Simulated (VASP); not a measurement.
# W3S in VASP: further runs

Runs on W3S. Level: PBE. Tasks: single point.

All numbers are computed with VASP 6.6.1; they aren't measurements. Logs are shortened: lines on timing, memory, paths and dates and some standing lists are left out, and cuts for length are marked.

**1. The cell of the first run**

The cell holds a slab with vacuum, 4 atoms: a = 2.757 Å, b = 2.757 Å, c = 19.856 Å, α = 90.00°, β = 90.00°, γ = 109.47°.

**2. Single point, PBE**

INCAR reads:

```
SYSTEM = W3S
PREC = Accurate
ENCUT = 520
EDIFF = 1E-6
ISMEAR = 0
SIGMA = 0.1
LREAL = .False.
LASPH = .True.
NELM = 60
ALGO = Normal
ISIF = 2
LWAVE = .False.
LCHARG = .False.
LDIPOL = .True.
IDIPOL = 3
DIPOL = 0.5 0.5 0.363
GGA = PE
NBANDS = 32
```

KPOINTS reads:

```
Automatic mesh
0
Gamma
  10 10 1
  0 0 0
```

POSCAR reads:

```
W3S
1.0
    2.7571643582      0.0000000000      0.0000000000
   -0.9190547861      2.5994794860      0.0000000000
    0.0000000000      0.0000000000     19.8562161274
W S
3 1
Direct
    0.5000000000      0.5000000000      0.2014482505
    0.0000000000      0.0000000000      0.3111437109
    0.5000000000      0.5000000000      0.4208362799
    0.6666666667      1.1666666667      0.5198885200
```

Potentials or basis: VASP PAW PBE potentials, release 64 (W_sv, S).

Command:

```sh
$ cat potpaw_PBE.64/W_sv/POTCAR potpaw_PBE.64/S/POTCAR > POTCAR
$ mpirun -np 1 vasp_std > vasp.out
```

OUTCAR:

```text
SYSTEM = W3S
   PREC = Accurate
   ENCUT = 520
   EDIFF = 1E-6
   ISMEAR = 0
   LREAL = .False.
   LASPH = .True.
   NELM = 60
   ISIF = 2
   GGA = PE

 ion  position               nearest neighbor table
   1  0.500  0.500  0.201-   2 2.70   2 2.70   2 3.13   2 3.13
   2  0.000  0.000  0.311-   3 2.70   3 2.70   1 2.70   1 2.70   3 3.13   3 3.13   1 3.13   1 3.13

   3  0.500  0.500  0.421-   4 2.28   4 2.63   2 2.70   2 2.70   4 2.93   2 3.13   2 3.13
   4  0.667  0.167  0.520-   3 2.28   3 2.63   3 2.93

  LATTYP: Found a base centered orthorhombic cell.
 ALAT       =     3.1836991688
 B/A-ratio  =     1.4142135624
 C/A-ratio  =     6.2368380537

  Lattice vectors:

 A1 = (   2.7571643582,   0.0000000000,   0.0000000000)
 A2 = (  -0.9190547861,   2.5994794860,   0.0000000000)
 A3 = (   0.0000000000,   0.0000000000,  19.8562161274)

Analysis of symmetry for initial positions (statically):
=====================================================================
 Subroutine PRICEL returns:
 Original cell was already a primitive cell.

 Routine SETGRP: Setting up the symmetry group for a
 base centered orthorhombic supercell.

 Subroutine GETGRP returns: Found  1 space group operations
 (whereof  1 operations were pure point group operations)
 out of a pool of  8 trial point group operations.

The static configuration has the point symmetry C_1 .

Analysis of symmetry for dynamics (positions and initial velocities):
=====================================================================
 Subroutine PRICEL returns:
 Original cell was already a primitive cell.

 Routine SETGRP: Setting up the symmetry group for a
 base centered orthorhombic supercell.

 Subroutine GETGRP returns: Found  1 space group operations
 (whereof  1 operations were pure point group operations)
 out of a pool of  8 trial point group operations.

The dynamic configuration has the point symmetry C_1 .

 Subroutine INISYM returns: Found  1 space group operations
 (whereof  1 operations are pure point group operations),
 and found     1 'primitive' translations

----------------------------------------------------------------------------------------

                                     Primitive cell

  volume of cell :     142.3133

  direct lattice vectors                    reciprocal lattice vectors
     2.757164358  0.000000000  0.000000000     0.362691472  0.128230800  0.000000000
    -0.919054786  2.599479486  0.000000000     0.000000000  0.384692399  0.000000000
     0.000000000  0.000000000 19.856216127     0.000000000  0.000000000  0.050362063

  length of vectors
     2.757164358  2.757164358 19.856216127     0.384692399  0.384692399  0.050362063

  position of ions in fractional coordinates (direct lattice)
     0.500000000  0.500000000  0.201448251
     0.000000000  0.000000000  0.311143711
     0.500000000  0.500000000  0.420836280
     0.666666667  0.166666667  0.519888520

  ion indices of the primitive-cell ions
   primitive index   ion index
                 1           1
                 2           2
                 3           3
                 4           4

----------------------------------------------------------------------------------------

 KPOINTS: Automatic mesh

Automatic generation of k-mesh.
 Grid dimensions read from file:
 generate k-points for:   10   10    1

 Generating k-lattice:

  Cartesian coordinates                     Fractional coordinates (reciprocal lattice)
     0.036269147  0.012823080  0.000000000     0.100000000  0.000000000  0.000000000
     0.000000000  0.038469240  0.000000000     0.000000000  0.100000000  0.000000000
     0.000000000  0.000000000  0.050362063     0.000000000  0.000000000  1.000000000

  Length of vectors
     0.038469240  0.038469240  0.050362063

  Shift w.r.t. Gamma in fractional coordinates (k-lattice)
     0.000000000  0.000000000  0.000000000

 Subroutine IBZKPT returns following result:
 ===========================================

 Found     52 irreducible k-points:

 Following reciprocal coordinates:
            Coordinates               Weight
  0.000000  0.000000  0.000000      1.000000
  0.100000  0.000000  0.000000      2.000000
  0.000000  0.100000  0.000000      2.000000
  0.200000  0.000000  0.000000      2.000000
  0.000000  0.200000  0.000000      2.000000
  0.300000  0.000000  0.000000      2.000000
[... 16 lines left out ...]
 -0.300000  0.100000  0.000000      2.000000
  0.100000 -0.300000  0.000000      2.000000
 [... further k-points ...]
   k-points           NKPTS =     52   k-points in BZ     NKDIM =     52   number of bands    NBANDS=     32
   number of dos      NEDOS =    301   number of ions     NIONS =      4
   total plane-waves  NPLWV =  86400
   dimension x,y,z NGX =    24 NGY =   24 NGZ =  150
   dimension x,y,z NGXF=    48 NGYF=   48 NGZF=  300
   ions per type =               3   1
   NGX,Y,Z   is equivalent  to a cutoff of  14.47, 14.47, 12.56 a.u.
   NGXF,Y,Z  is equivalent  to a cutoff of  28.94, 28.94, 25.12 a.u.
 SYSTEM =  W3S
   PREC   = accura    normal or accurate (medium, high low for compatibility)
   ISTART =      0    job   : 0-new  1-cont  2-samecut
   ICHARG =      2    charge: 1-file 2-atom 10-const
   ISPIN  =      1    spin polarized calculation?
   LNONCOLLINEAR =      F non collinear calculations
   LSORBIT =      F    spin-orbit coupling
   LASPH  =      T    aspherical Exc in radial PAW
   ENCUT  =  520.0 eV  38.22 Ry    6.18 a.u.   5.13  5.13 36.92*2*pi/ulx,y,z
   NELM   =     60;   NELMIN=  2; NELMDL= -5     # of ELM steps
   EDIFF  = 0.1E-05   stopping-criterion for ELM
   LREAL  =      F    real-space projection
   EDIFFG = 0.1E-04   stopping-criterion for IOM
   NSW    =      0    number of steps for IOM
   IBRION =     -1    ionic relax: 0-MD 1-quasi-New 2-CG
   NFREE  =      0    steps in history (QN), initial steepest desc. (CG)
   ISIF   =      2    stress and relaxation
   ISYM   =      2    0-nonsym 1-usesym 2-fastsym
   POTIM  = 0.5000    time-step for ionic-motion
   TEBEG  =    0.0;   TEEND  =   0.0 temperature during run
   PSTRESS=    0.0 pullay stress
   NELECT =      48.0000    total number of electrons
   NUPDOWN=      -1.0000    fix difference up-down
   EMIN   =  10.00;   EMAX   =-10.00  energy-range for DOS
   EFERMI =   0.00;   METHOD = LEGACY
   ISMEAR =     0;   SIGMA  =   0.10  broadening in eV -4-tet -1-fermi 0-gaus
   EFERMI_NEDOS =   21; number of points for ismear=-14 and -15
   IALGO  =     38    algorithm
   IMIX   =      4    mixing-type and parameters
     AMIX     =   0.40;   BMIX     =  1.00
     AMIX_MAG =   1.60;   BMIX_MAG =  1.00
  volume/ion in A,a.u.               =      35.58       240.09
  Fermi-wavevector in a.u.,A,eV,Ry     =   1.139568  2.153470 17.668718  1.298614
  Thomas-Fermi vector in A             =   2.276271
   LORBIT       =      0    0 simple, 1 ext, 2 COOP (PROOUT), +10 PAW based schemes
   GGA     = PE    functional components
   LHFCALC =     F    Hartree Fock is set to
   AEXX    =    0.0000 exact exchange contribution
   IVDW    =     0    specifies the selected vdW correction
   LEPSILON=     F    determine dielectric tensor
   LRPA    =     F    only Hartree local field effects (RPA)
 non-spin polarized calculation
 Gauss-broadening in eV      SIGMA  =   0.10
  energy-cutoff  :      520.00
  volume of cell :      142.31
 maximum number of plane-waves:      3862
 NGX is ok and might be reduce to    24
   NGX = 11   NGY = 11   NGZ = 73

 dipolmoment           0.000000      0.000000      0.205210 electrons x Angstroem

 number of electron      48.0000000 magnetization

 dipolmoment           0.000000      0.000000     -0.014655 electrons x Angstroem

 Free energy of the ion-electron system (eV)
  ---------------------------------------------------
  ext. energy  EPLUGINS =         0.00000000
  ---------------------------------------------------
  free energy    TOTEN  =       -40.86181031 eV

  energy without entropy =      -40.84010003  energy(sigma->0) =      -40.85095517

 E-fermi :   2.1416     XC(G=0):  -6.5966

 val. band max:        2.1399848917   @ k =   0.2000   0.3000   0.0000
 cond. band min:       2.1448085076   @ k =  -0.4000   0.3000   0.0000
 fundamental gap:      0.0048236159
 Fermi energy:         2.1415714153

 k-point     1 :       0.0000    0.0000    0.0000
  band No.  band energies     occupation
      1     -72.2196      2.00000
      2     -71.9859      2.00000
      3     -71.8536      2.00000
      4     -36.8702      2.00000
      5     -36.4049      2.00000
      6     -36.1398      2.00000
[... 24 lines left out ...]
     31       4.5130      0.00000
     32       5.0297      0.00000

 k-point     2 :       0.1000    0.0000    0.0000
  band No.  band energies     occupation
      1     -72.2130      2.00000
      2     -71.9794      2.00000
      3     -71.8489      2.00000
      4     -36.8452      2.00000
      5     -36.4273      2.00000
      6     -36.1762      2.00000
[... 24 lines left out ...]
     31       4.5927      0.00000
     32       5.1450      0.00000

 k-point     3 :       0.0000    0.1000    0.0000
  band No.  band energies     occupation
      1     -72.2130      2.00000
      2     -71.9794      2.00000
      3     -71.8489      2.00000
      4     -36.8446      2.00000
      5     -36.4273      2.00000
      6     -36.1651      2.00000
[... 24 lines left out ...]
     31       4.6585      0.00000
     32       5.0133      0.00000

 k-point     4 :       0.2000    0.0000    0.0000
  band No.  band energies     occupation
      1     -72.1956      2.00000
      2     -71.9622      2.00000
      3     -71.8369      2.00000
      4     -36.7839      2.00000
      5     -36.5202      2.00000
      6     -36.3193      2.00000
[... 654 lines left out ...]
     31       6.0391      0.00000
     32       6.3295      0.00000

 k-point    23 :      -0.3000    0.1000    0.0000
  band No.  band energies     occupation
      1     -72.1727      2.00000
      2     -71.9395      2.00000
      3     -71.8167      2.00000
      4     -36.7511      2.00000
      5     -36.6346      2.00000
      6     -36.4649      2.00000
[... 24 lines left out ...]
     31       5.0235      0.00000
     32       5.4861      0.00000

 k-point    24 :       0.1000   -0.3000    0.0000
  band No.  band energies     occupation
      1     -72.1726      2.00000
      2     -71.9395      2.00000
      3     -71.8167      2.00000
      4     -36.7428      2.00000
      5     -36.6254      2.00000
      6     -36.4579      2.00000
[... 24 lines left out ...]
     31       4.9242      0.00000
     32       5.3159      0.00000

 [... further k-points ...]

------------------------ aborting loop because EDIFF is reached ----------------------------------------

 vacuum level on the upper side and lower side of the slab       (xc-potential included)        -0.435        -0.057

  FORCE on cell =-STRESS in cart. coord.  units (eV):
  Direction    XX          YY          ZZ          XY          YZ          ZX
  --------------------------------------------------------------------------------------
  -------------------------------------------------------------------------------------
  Total        1.5922023      2.8973655      1.2440908     -2.1959927     -2.1019436      1.8995872
  in kB       17.9251698     32.6188260     14.0060962    -24.7227015    -23.6638877     21.3857393
  external PRESSURE =      21.5166973 kB  Pullay stress =       0.0000000 kB

 VOLUME and BASIS-vectors are now :
 -----------------------------------------------------------------------------
  energy-cutoff  :      520.00
  volume of cell :      142.31
      direct lattice vectors                 reciprocal lattice vectors
     2.757164358  0.000000000  0.000000000     0.362691472  0.128230800  0.000000000
    -0.919054786  2.599479486  0.000000000     0.000000000  0.384692399  0.000000000
     0.000000000  0.000000000 19.856216127     0.000000000  0.000000000  0.050362063

 POSITION                                       TOTAL-FORCE (eV/Angst)
 -----------------------------------------------------------------------------------
      0.91905      1.29974      4.00000         0.034308      0.024420     -0.026595
      0.00000      0.00000      6.17814        -0.203629     -0.070145     -0.528914
      0.91905      1.29974      8.35622        -0.647142      1.138353      0.546595
      1.68493      0.43325     10.32302         0.816463     -1.092628      0.008914
 -----------------------------------------------------------------------------------
    total drift:                                0.000032     -0.000018      0.000409

  FREE ENERGIE OF THE ION-ELECTRON SYSTEM (eV)
  ---------------------------------------------------
  free  energy   TOTEN  =       -40.8618103092 eV

  energy  without entropy=      -40.8401000252  energy(sigma->0) =      -40.85095517

 vacuum level on the upper side and lower side of the slab         6.550         6.898
```

Run time: 5.6 min. Hardware: 1 thread of Intel Xeon Platinum 8488C (Sapphire Rapids), shared host; peak memory 0.38 GiB.

What came out:

```yaml
Free_energy: -40.8618 eV
Largest_force: 1.419 eV/Å
Band_gap_on_the_k_mesh: zero (bands 24 and 25 overlap by 1.22 eV)
```

Forces on the atoms (eV/Å):
```
W    0.034  0.024 -0.027
W   -0.204 -0.070 -0.529
W   -0.647  1.138  0.547
S    0.816 -1.093  0.009
```

Levels at points of the mesh, in eV from the Fermi level:
```tsv
k point	band 21	band 22	band 23	band 24	band 25	band 26	band 27	band 28
(0.00, 0.00, 0.00)	-1.46	-1.20	-0.85	0.18	0.42	1.13	1.46	1.75
(0.50, 0.00, 0.00)	-2.10	-1.39	-0.33	0.51	1.38	1.94	2.19	2.35
(0.00, 0.50, 0.00)	-1.91	-1.49	0.55	0.82	1.51	1.82	2.18	2.25
(0.50, 0.50, 0.00)	-2.36	-1.84	-0.05	0.78	1.19	1.50	3.03	3.41
```

Caveat: spin-orbit coupling is left out, which moves the levels of the heavy elements.

(Part 1 of 2 ends here.)
